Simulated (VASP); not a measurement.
A run of VASP 6.6.1:

INCAR

```
PREC = Accurate
ENCUT = 600
EDIFF = 1E-6
ISMEAR = 0
SIGMA = 0.01
LREAL = False
LASPH = True
NELM = 200
ALGO = Normal
ISIF = 2
LWAVE = False
LCHARG = False
LNONCOLLINEAR = True
MAGMOM = 0 0 0 0 0 0
LORBIT = 11
LSORBIT = True
GGA_COMPAT = False
LORBMOM = True
LMAXMIX = 4
GGA = PS
IVDW = 12
NBANDS = 28
```

The input KPOINTS:

```
regular mesh
0
Gamma
  9 9 9
```

The input POSCAR:

```
YN
1.0
    3.4485597700      0.0000000000      0.0000000000
    1.7242798850      2.9865403673      0.0000000000
    1.7242798850      0.9955134558      2.8157372613
Y N
1 1
Direct
    0.0000000000      0.0000000000      0.0000000000
    0.5000000000      0.5000000000      0.5000000000
```

Potentials or basis: VASP PAW PBE potentials, release 64 (Y_sv, N).

Command:

```console
$ cat potpaw_PBE.64/Y_sv/POTCAR potpaw_PBE.64/N/POTCAR > POTCAR
$ mpirun -np 1 vasp_ncl > vasp.out
```

Hardware: 1 thread of Intel Xeon 8259CL (shared host).

Problem. Estimate the wall time of this run.

Solution. It took 3.4 min on 1 thread of Intel Xeon 8259CL, on a shared host, peak memory 0.3 GiB. Counts: scf iterations 14, k points 35.
